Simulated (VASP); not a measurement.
# TiO2 (Anatase) (I4_1/amd) in VASP: a series of runs

The runs below take TiO2 (Anatase) through single point, with PBEsol, PBE, PBE+D3(BJ).

Program: VASP 6.6.1. These are calculated values, not measurements. Logs are shortened: lines on timing, memory, paths and dates and some standing lists are left out, and cuts for length are marked.

## (1) The cell of the first run

Symmetry: I4_1/amd, No. 141, tetragonal system. The conventional cell has a = 3.770 Å, b = 3.770 Å, c = 9.552 Å, α = 90.00°, β = 90.00°, γ = 90.00°. Within 2.6 Å of Ti (site symmetry -4m2) lie 6 O at 1.93 to 1.98 Å. O (site symmetry 2mm) has 3 Ti at 1.93 to 1.98 Å and 2 O at 2.46 Å within 2.6 Å.

## (2) Single point, PBEsol

INCAR reads:

```
SYSTEM = TiO2
PREC = Accurate
ENCUT = 520
EDIFF = 1E-6
ISMEAR = -1
SIGMA = 0.05
LREAL = .False.
LASPH = .True.
NELM = 80
ALGO = Normal
ISIF = 2
LWAVE = .False.
LCHARG = .False.
GGA = PS
NBANDS = 33
```

KPOINTS reads:

```
Automatic mesh
0
Gamma
  10 10 10
  0 0 0
```

POSCAR reads:

```
TiO2
1.0
   -1.8848870443      1.8848870443      4.7758985203
    1.8848870443     -1.8848870443      4.7758985203
    1.8848870443      1.8848870443     -4.7758985203
Ti O
2 4
Direct
    0.7500000000      0.2500000000      0.5000000000
    0.0000000000      0.0000000000      0.0000000000
    0.7924732885      0.7924732885      0.0000000000
    0.5424732885      0.0424732885      0.5000000000
    0.9575267115      0.4575267115      0.5000000000
    0.2075267115      0.2075267115      0.0000000000
```

Potentials or basis: VASP PAW PBE potentials, release 64 (Ti_sv, O).

Started as:

```
$ cat potpaw_PBE.64/Ti_sv/POTCAR potpaw_PBE.64/O/POTCAR > POTCAR
$ mpirun -np 1 vasp_std > vasp.out
```

OUTCAR:

```text
SYSTEM = TiO2
   PREC = Accurate
   ENCUT = 520
   EDIFF = 1E-6
   ISMEAR = -1
   LREAL = .False.
   LASPH = .True.
   NELM = 80
   ISIF = 2
   GGA = PS

 ion  position               nearest neighbor table
   1  0.750  0.250  0.500-   3 1.93   6 1.93   3 1.93   6 1.93   5 1.98   4 1.98
   2  0.000  0.000  0.000-   4 1.93   5 1.93   4 1.93   5 1.93   3 1.98   6 1.98
   3  0.792  0.792  0.000-   1 1.93   1 1.93   2 1.98
   4  0.542  0.042  0.500-   2 1.93   2 1.93   1 1.98
   5  0.958  0.458  0.500-   2 1.93   2 1.93   1 1.98
   6  0.208  0.208  0.000-   1 1.93   1 1.93   2 1.98

  LATTYP: Found a body centered tetragonal cell.
 ALAT       =     3.7697740886
 C/A-ratio  =     2.5337850004

  Lattice vectors:

 A1 = (  -1.8848870443,   1.8848870443,   4.7758985203)
 A2 = (   1.8848870443,  -1.8848870443,   4.7758985203)
 A3 = (   1.8848870443,   1.8848870443,  -4.7758985203)

Analysis of symmetry for initial positions (statically):
=====================================================================
 Subroutine PRICEL returns:
 Original cell was already a primitive cell.

 Routine SETGRP: Setting up the symmetry group for a
 body centered tetragonal supercell.

 Subroutine GETGRP returns: Found 16 space group operations
 (whereof  8 operations were pure point group operations)
 out of a pool of 16 trial point group operations.

The static configuration has the point symmetry D_2d.
 The point group associated with its full space group is D_4h.

Analysis of symmetry for dynamics (positions and initial velocities):
=====================================================================
 Subroutine PRICEL returns:
 Original cell was already a primitive cell.

 Routine SETGRP: Setting up the symmetry group for a
 body centered tetragonal supercell.

 Subroutine GETGRP returns: Found 16 space group operations
 (whereof  8 operations were pure point group operations)
 out of a pool of 16 trial point group operations.

The dynamic configuration has the point symmetry D_2d.
 The point group associated with its full space group is D_4h.

 Subroutine INISYM returns: Found 16 space group operations
 (whereof  8 operations are pure point group operations),
 and found     1 'primitive' translations

----------------------------------------------------------------------------------------

                                     Primitive cell

  volume of cell :      67.8712

[... 98 lines left out ...]
   EDIFFG = 0.1E-04   stopping-criterion for IOM
   NSW    =      0    number of steps for IOM
   IBRION =     -1    ionic relax: 0-MD 1-quasi-New 2-CG
   NFREE  =      0    steps in history (QN), initial steepest desc. (CG)
   ISIF   =      2    stress and relaxation
   ISYM   =      2    0-nonsym 1-usesym 2-fastsym
   POTIM  = 0.5000    time-step for ionic-motion
   TEBEG  =    0.0;   TEEND  =   0.0 temperature during run
   PSTRESS=    0.0 pullay stress
   NELECT =      48.0000    total number of electrons
   NUPDOWN=      -1.0000    fix difference up-down
   EMIN   =  10.00;   EMAX   =-10.00  energy-range for DOS
   EFERMI =   0.00;   METHOD = LEGACY
   ISMEAR =    -1;   SIGMA  =   0.05  broadening in eV -4-tet -1-fermi 0-gaus
   EFERMI_NEDOS =   21; number of points for ismear=-14 and -15
   IALGO  =     38    algorithm
   IMIX   =      4    mixing-type and parameters
     AMIX     =   0.40;   BMIX     =  1.00
     AMIX_MAG =   1.60;   BMIX_MAG =  1.00
  volume/ion in A,a.u.               =      11.31        76.34
  Fermi-wavevector in a.u.,A,eV,Ry     =   1.458568  2.756294 28.945312  2.127420
  Thomas-Fermi vector in A             =   2.575237
   LORBIT       =      0    0 simple, 1 ext, 2 COOP (PROOUT), +10 PAW based schemes
   GGA     = PS    functional components
   LHFCALC =     F    Hartree Fock is set to
   AEXX    =    0.0000 exact exchange contribution
   IVDW    =     0    specifies the selected vdW correction
   LEPSILON=     F    determine dielectric tensor
   LRPA    =     F    only Hartree local field effects (RPA)
 non-spin polarized calculation
  energy-cutoff  :      520.00
  volume of cell :       67.87
 maximum number of plane-waves:      1850
 NGX is ok and might be reduce to    42
   NGX = 21   NGY = 21   NGZ = 21

 number of electron      47.9999993 magnetization

 Free energy of the ion-electron system (eV)
  ---------------------------------------------------
  ext. energy  EPLUGINS =         0.00000000
  ---------------------------------------------------
  free energy    TOTEN  =       -56.21747090 eV

  energy without entropy =      -56.21747090  energy(sigma->0) =      -56.21747090

 E-fermi :   4.5041     XC(G=0): -11.0357

 val. band max:        3.3061039731   @ k =  -0.4000   0.4000   0.0000
 cond. band min:       5.4032165136   @ k =   0.0000   0.0000   0.0000
 fundamental gap:      2.0971125405
 Fermi energy:         4.5040842139

 k-point     1 :       0.0000    0.0000    0.0000
  band No.  band energies     occupation
      1     -52.7907      2.00000
      2     -52.7282      2.00000
      3     -29.3831      2.00000
      4     -29.1341      2.00000
      5     -29.1341      2.00000
      6     -29.0610      2.00000
[... 853 lines left out ...]
     32       9.8808      0.00000
     33      10.7737      0.00000

 [... further k-points ...]

------------------------ aborting loop because EDIFF is reached ----------------------------------------

  FORCE on cell =-STRESS in cart. coord.  units (eV):
  Direction    XX          YY          ZZ          XY          YZ          ZX
  --------------------------------------------------------------------------------------
  -------------------------------------------------------------------------------------
  Total        0.2913518      0.2913518      0.3281334      0.0000000      0.0000000      0.0000000
  in kB        6.8776882      6.8776882      7.7459608      0.0000000      0.0000000      0.0000000
  external PRESSURE =       7.1671124 kB  Pullay stress =       0.0000000 kB

 VOLUME and BASIS-vectors are now :
 -----------------------------------------------------------------------------
  energy-cutoff  :      520.00
  volume of cell :       67.87
      direct lattice vectors                 reciprocal lattice vectors
    -1.884887044  1.884887044  4.775898520     0.000000000  0.265267885  0.104692342
     1.884887044 -1.884887044  4.775898520     0.265267885  0.000000000  0.104692342
     1.884887044  1.884887044 -4.775898520     0.265267885  0.265267885  0.000000000

 POSITION                                       TOTAL-FORCE (eV/Angst)
 -----------------------------------------------------------------------------------
      0.00000      1.88489      2.38795        -0.000000     -0.000000     -0.000000
      0.00000      0.00000      0.00000        -0.000000     -0.000000     -0.000000
      0.00000      0.00000      7.56954         0.000000      0.000000     -0.019788
      0.00000      1.88489      0.40570         0.000000      0.000000     -0.019788
     -0.00000      1.88489      4.37020        -0.000000     -0.000000      0.019788
      0.00000      0.00000      1.98225        -0.000000     -0.000000      0.019788
 -----------------------------------------------------------------------------------
    total drift:                                0.000000      0.000000     -0.000000

  FREE ENERGIE OF THE ION-ELECTRON SYSTEM (eV)
  ---------------------------------------------------
  free  energy   TOTEN  =       -56.2174708956 eV

  energy  without entropy=      -56.2174708955  energy(sigma->0) =      -56.21747090
```

OSZICAR:

```text
N       E                     dE             d eps       ncg     rms          rms(c)
DAV:   1     0.652211326084E+03    0.65221E+03   -0.24244E+04  6732   0.169E+03
DAV:   2     0.268219943029E+02   -0.62539E+03   -0.58002E+03  7313   0.504E+02
DAV:   3    -0.675065385810E+02   -0.94329E+02   -0.92633E+02  9302   0.189E+02
DAV:   4    -0.722820346493E+02   -0.47755E+01   -0.47653E+01 10172   0.407E+01
DAV:   5    -0.724650173978E+02   -0.18298E+00   -0.18295E+00  8614   0.630E+00    0.323E+01
DAV:   6    -0.563846999251E+02    0.16080E+02   -0.73186E+01  9486   0.878E+01    0.108E+01
DAV:   7    -0.564411216328E+02   -0.56422E-01   -0.13745E+01  9009   0.308E+01    0.965E+00
DAV:   8    -0.562242671581E+02    0.21685E+00   -0.66270E-01  9041   0.823E+00    0.519E+00
DAV:   9    -0.562422888010E+02   -0.18022E-01   -0.47796E-01  9646   0.668E+00    0.174E+00
DAV:  10    -0.562244822475E+02    0.17807E-01   -0.15266E-01  9397   0.458E+00    0.843E-01
DAV:  11    -0.562174970229E+02    0.69852E-02   -0.27433E-02  9199   0.105E+00    0.192E-01
DAV:  12    -0.562176170502E+02   -0.12003E-03   -0.17502E-03  7975   0.492E-01    0.125E-01
DAV:  13    -0.562175207663E+02    0.96284E-04   -0.83448E-04  9082   0.391E-01    0.557E-02
DAV:  14    -0.562174708357E+02    0.49931E-04   -0.12767E-04  9791   0.102E-01    0.105E-02
DAV:  15    -0.562174707272E+02    0.10843E-06   -0.10185E-05  8965   0.278E-02    0.521E-03
DAV:  16    -0.562174708956E+02   -0.16838E-06   -0.96743E-07  5554   0.852E-03
   1 F= -.56217471E+02 E0= -.56217471E+02  d E =-.100406E-09
```

Wall time 4.5 min (1 thread of AMD EPYC 9R45 (Zen 5), shared host); peak memory 0.33 GiB.

Results:

```
Free energy            : -56.2175 eV
Pressure               : 0.7 GPa
Largest force          : 0.020 eV/Å
Band gap on the k mesh : 2.10 eV, indirect (least direct gap 2.42 eV)
```

Forces on the atoms (eV/Å):
```
Ti   0.000  0.000  0.000
Ti   0.000  0.000  0.000
O    0.000  0.000 -0.020
O    0.000  0.000 -0.020
O    0.000  0.000  0.020
O    0.000  0.000  0.020
```

Caveat: the PAW data sets were made with another functional, which shifts forces and pressure a little.

## (3) Single point, PBE

This run uses another cell than the first one, of 11.58 Å³/atom, 1.024 times its volume.

INCAR reads:

```
ALGO = Normal ; EDIFF = 1E-6
ENCUT = 520 ; GGA = PE
ISIF = 2 ; ISMEAR = -1
LASPH = T ; LCHARG = T
LELF = T ; LREAL = F
LVHAR = T ; LWAVE = F
NBANDS = 33 ; NELM = 100
PREC = Accurate ; SIGMA = 0.05
```

KPOINTS reads:

```
k-points
0
Gamma
  10 10 10
```

POSCAR reads:

```
TiO2
1.0
   -1.9046308288      1.9046308288      4.7888062162
    1.9046308288     -1.9046308288      4.7888062162
    1.9046308288      1.9046308288     -4.7888062162
Ti O
2 4
Direct
    0.7500000000      0.2500000000      0.5000000000
    0.0000000000      0.0000000000      0.0000000000
    0.7919000000      0.7919000000      0.0000000000
    0.5419000000      0.0419000000      0.5000000000
    0.9581000000      0.4581000000      0.5000000000
    0.2081000000      0.2081000000      0.0000000000
```

Potentials or basis: VASP PAW PBE potentials, release 64 (Ti_sv, O).

Started as:

```
$ cat potpaw_PBE.64/Ti_sv/POTCAR potpaw_PBE.64/O/POTCAR > POTCAR
$ mpirun -np 1 vasp_std > vasp.out
```

It took 5.6 min on 1 thread of Intel Xeon 6975P-C, shared host; peak memory 0.37 GiB.

The run converged. Its results:

```yaml
Free_energy: -53.8588 eV
Pressure: 1.5 GPa
Largest_force: 0.008 eV/Å
Band_gap_on_the_k_mesh: 2.07 eV, indirect (least direct gap 2.40 eV)
```

Forces in eV/Å, atoms in the order of the input:
```
Ti   0.000  0.000  0.000
Ti   0.000  0.000  0.000
O    0.000  0.000 -0.008
O    0.000  0.000 -0.008
O    0.000  0.000  0.008
O    0.000  0.000  0.008
```

Stress tensor (GPa, compression positive):
```
1.14 0.00 0.00
0.00 1.14 0.00
0.00 0.00 2.23
```

Levels at points of the mesh, in eV from the valence-band top:
| k point | band 20 | band 21 | band 22 | band 23 | band 24 | band 25 | band 26 | band 27 | band 28 | band 29 |
| --- | --- | --- | --- | --- | --- | --- | --- | --- | --- | --- |
| (0.00, 0.00, 0.00) | -0.77 | -0.77 | -0.76 | -0.45 | -0.45 | 2.07 | 2.78 | 3.88 | 3.88 | 3.91 |
| (0.50, 0.00, 0.00) | -1.93 | -1.91 | -0.91 | -0.86 | -0.63 | 3.15 | 3.46 | 3.47 | 3.56 | 4.18 |
| (0.50, 0.50, 0.00) | -2.60 | -2.02 | -2.02 | -0.03 | -0.03 | 3.25 | 3.25 | 3.71 | 3.71 | 4.76 |
| (0.50, 0.50, 0.50) | -1.33 | -1.25 | -1.25 | -0.12 | -0.12 | 2.41 | 2.41 | 3.67 | 3.67 | 4.14 |

A k mesh can miss the band edges. PBE gaps usually lie below the measured ones, often by a third to a half.

## (4) Single point, PBE

This run uses another cell than the first one, of 11.81 Å³/atom, 1.044 times its volume.

INCAR reads:

```
PREC = Accurate
ENCUT = 520
EDIFF = 1E-6
ISMEAR = -1
SIGMA = 0.05
LREAL = F
LASPH = T
NELM = 100
ALGO = Normal
ISIF = 2
LWAVE = F
LCHARG = F
GGA = PE
NBANDS = 33
```

KPOINTS reads:

```
Automatic mesh
0
Gamma
  10 10 10
```

Edit POSCAR of step 3 so:

```diff
@@ -2,5 +2,5 @@
 1.0
-   -1.9046308288      1.9046308288      4.7888062162
-    1.9046308288     -1.9046308288      4.7888062162
-    1.9046308288      1.9046308288     -4.7888062162
+   -1.9169989080      1.9169989080      4.8199032318
+    1.9169989080     -1.9169989080      4.8199032318
+    1.9169989080      1.9169989080     -4.8199032318
 Ti O
```

Started as:

```
$ cat potpaw_PBE.64/Ti_sv/POTCAR potpaw_PBE.64/O/POTCAR > POTCAR
$ mpirun -np 1 vasp_std > vasp.out
```

Run time: 6.3 min. Hardware: 1 thread of Intel Xeon 6975P-C, shared host; peak memory 0.38 GiB.

The run converged. Its results:

```
Free energy            : -53.8565 eV
Pressure               : -2.5 GPa
Largest force          : 0.101 eV/Å
Band gap on the k mesh : 2.02 eV, indirect (least direct gap 2.35 eV)
```

Forces in eV/Å, atoms in the order of the input:
```
Ti   0.000  0.000  0.000
Ti   0.000  0.000  0.000
O    0.000  0.000  0.101
O    0.000  0.000  0.101
O    0.000  0.000 -0.101
O    0.000  0.000 -0.101
```

Stress tensor (GPa, compression positive):
```
-2.74  0.00  0.00
 0.00 -2.74  0.00
 0.00  0.00 -1.91
```

Levels at points of the mesh, in eV from the valence-band top:
| k point | band 20 | band 21 | band 22 | band 23 | band 24 | band 25 | band 26 | band 27 | band 28 | band 29 |
| --- | --- | --- | --- | --- | --- | --- | --- | --- | --- | --- |
| (0.00, 0.00, 0.00) | -0.78 | -0.78 | -0.76 | -0.43 | -0.43 | 2.02 | 2.71 | 3.77 | 3.77 | 3.81 |
| (0.50, 0.00, 0.00) | -1.90 | -1.86 | -0.88 | -0.88 | -0.63 | 3.07 | 3.36 | 3.37 | 3.46 | 4.07 |
| (0.50, 0.50, 0.00) | -2.56 | -1.99 | -1.99 | -0.03 | -0.03 | 3.16 | 3.16 | 3.61 | 3.61 | 4.63 |
| (0.50, 0.50, 0.50) | -1.32 | -1.25 | -1.25 | -0.13 | -0.13 | 2.35 | 2.35 | 3.56 | 3.56 | 4.04 |

A k mesh can miss the band edges. PBE gaps usually lie below the measured ones, often by a third to a half.

## (5) Single point, PBE

This run uses another cell than the first one, of 12.04 Å³/atom, 1.064 times its volume.

INCAR reads:

```
  PREC = Accurate
  ENCUT = 520
  EDIFF = 1E-6
  ISMEAR = -1
  SIGMA = 0.05
  LREAL = F
  LASPH = T
  NELM = 60
  ALGO = Normal
  ISIF = 2
  LWAVE = F
  LCHARG = F
  GGA = PE
  NBANDS = 33
```

KPOINTS reads:

```
regular mesh
0
Gamma
  10 10 10
```

Edit POSCAR of step 4 so:

```diff
@@ -2,5 +2,5 @@
 1.0
-   -1.9169989080      1.9169989080      4.8199032318
-    1.9169989080     -1.9169989080      4.8199032318
-    1.9169989080      1.9169989080     -4.8199032318
+   -1.9292094213      1.9292094213      4.8506040801
+    1.9292094213     -1.9292094213      4.8506040801
+    1.9292094213      1.9292094213     -4.8506040801
 Ti O
```

Started as:

```
$ cat potpaw_PBE.64/Ti_sv/POTCAR potpaw_PBE.64/O/POTCAR > POTCAR
$ mpirun -np 1 vasp_std > vasp.out
```

It took 6.6 min on 1 thread of Intel Xeon 6975P-C, shared host; peak memory 0.38 GiB.

The run converged. Its results:

* Free energy: -53.8222 eV
* Pressure: -6.0 GPa
* Largest force: 0.203 eV/Å
* Band gap on the k mesh: 1.98 eV, indirect (least direct gap 2.30 eV)

Forces in eV/Å, atoms in the order of the input:
```
Ti   0.000  0.000  0.000
Ti   0.000  0.000  0.000
O    0.000  0.000  0.203
O    0.000  0.000  0.203
O    0.000  0.000 -0.203
O    0.000  0.000 -0.203
```

Stress tensor (GPa, compression positive):
```
-6.21  0.00  0.00
 0.00 -6.21  0.00
 0.00  0.00 -5.61
```

Levels at points of the mesh, in eV from the valence-band top:
```
           k point  band 20  band 21  band 22  band 23  band 24  band 25  band 26  band 27  band 28  band 29
(0.00, 0.00, 0.00)    -0.79    -0.79    -0.76    -0.42    -0.42     1.98     2.64     3.67     3.67     3.71
(0.50, 0.00, 0.00)    -1.86    -1.82    -0.90    -0.86    -0.63     2.99     3.27     3.28     3.36     3.96
(0.50, 0.50, 0.00)    -2.51    -1.95    -1.95    -0.03    -0.03     3.08     3.08     3.51     3.51     4.51
(0.50, 0.50, 0.50)    -1.31    -1.25    -1.25    -0.13    -0.13     2.30     2.30     3.47     3.47     3.93
```

## (6) Single point, PBE+D3(BJ)

This run uses another cell than the first one, of 11.35 Å³/atom, 1.004 times its volume.

INCAR reads:

```
SYSTEM = TiO2
ALGO     = Normal         ! electronic algorithm
EDIFF    = 1E-7           ! SCF threshold, eV
ENCUT    = 520            ! plane-wave cutoff, eV
GGA      = PE             ! functional
ISIF     = 2              ! what is computed and relaxed
ISMEAR   = -1             ! smearing method
IVDW     = 12             ! dispersion correction
LASPH    = .True.         ! aspherical terms in the spheres
LCHARG   = .False.        ! write CHGCAR
LREAL    = .False.        ! projectors in reciprocal space
LWAVE    = .False.        ! write WAVECAR
NBANDS   = 33             ! bands
NELM     = 80             ! most SCF steps
PREC     = Accurate       ! precision mode
SIGMA    = 0.05           ! smearing width, eV
```

KPOINTS reads:

```
k-points
0
Gamma
  10 10 10
  0 0 0
```

Edit POSCAR of step 5 so:

```diff
@@ -2,5 +2,5 @@
 1.0
-   -1.9292094213      1.9292094213      4.8506040801
-    1.9292094213     -1.9292094213      4.8506040801
-    1.9292094213      1.9292094213     -4.8506040801
+   -1.8921000000      1.8921000000      4.7573000000
+    1.8921000000     -1.8921000000      4.7573000000
+    1.8921000000      1.8921000000     -4.7573000000
 Ti O
```

Potentials or basis: VASP PAW PBE potentials, release 64 (Ti_sv, O).

Started as:

```
$ cat potpaw_PBE.64/Ti_sv/POTCAR potpaw_PBE.64/O/POTCAR > POTCAR
$ mpirun -np 1 vasp_std > vasp.out
```

Run time: 9.2 min. Hardware: 1 thread of Intel Xeon Platinum 8488C (Sapphire Rapids), shared host; peak memory 0.38 GiB.

The run converged. Its results:

```yaml
Free_energy: -55.1814 eV
Pressure: 2.4 GPa
Largest_force: 0.131 eV/Å
Band_gap_on_the_k_mesh: 2.11 eV, indirect (least direct gap 2.44 eV)
Dispersion_energy_per_atom: -0.226 eV
```

Forces on the atoms (eV/Å):
```
Ti   0.000  0.000  0.000
Ti   0.000  0.000  0.000
O    0.000  0.000 -0.131
O    0.000  0.000 -0.131
O    0.000  0.000  0.131
O    0.000  0.000  0.131
```

Stress tensor (GPa, compression positive):
```
1.94 0.00 0.00
0.00 1.94 0.00
0.00 0.00 3.38
```

Levels at points of the mesh, in eV from the valence-band top:
| k point | band 22 | band 23 | band 24 | band 25 | band 26 | band 27 |
| --- | --- | --- | --- | --- | --- | --- |
| (0.00, 0.00, 0.00) | -0.75 | -0.46 | -0.46 | 2.11 | 2.85 | 3.99 |
| (0.50, 0.00, 0.00) | -0.94 | -0.83 | -0.63 | 3.24 | 3.55 | 3.56 |
| (0.50, 0.50, 0.00) | -2.05 | -0.03 | -0.03 | 3.35 | 3.35 | 3.82 |
| (0.50, 0.50, 0.50) | -1.25 | -0.11 | -0.11 | 2.47 | 2.47 | 3.77 |

Caveat: three body term missing. A k mesh can miss the band edges.

## (7) Summary

| level | cell | gap on the mesh (eV) | pressure (GPa) | largest force (eV/Å) |
| --- | --- | --- | --- | --- |
| PBEsol | a = 5.469 Å, angles 139.7, 139.7, 58.3°, 6 atoms | 2.10 | 0.7 | 0.02 |
| PBE | a = 5.494 Å, angles 139.4, 139.4, 58.7°, 6 atoms | 2.07 | 1.5 | 0.01 |
| PBE | a = 5.530 Å, angles 139.4, 139.4, 58.7°, 6 atoms | 2.02 | -2.5 | 0.10 |
| PBE | a = 5.565 Å, angles 139.4, 139.4, 58.7°, 6 atoms | 1.98 | -6.0 | 0.20 |
| PBE+D3(BJ) | a = 5.458 Å, angles 139.4, 139.4, 58.7°, 6 atoms | 2.11 | 2.4 | 0.13 |

Alike in all rows: task single point; potentials or basis VASP PAW PBE potentials, release 64 (Ti_sv, O); no spin polarisation; k mesh 10 × 10 × 10; cutoff (eV) 520; smearing fermi-dirac 0.05 eV.

Caveats: the PAW data sets were made with another functional, which shifts forces and pressure a little (some runs); three body term missing (some runs).

Total energies depend on the potentials used, so only differences within one code and one set of settings carry meaning.
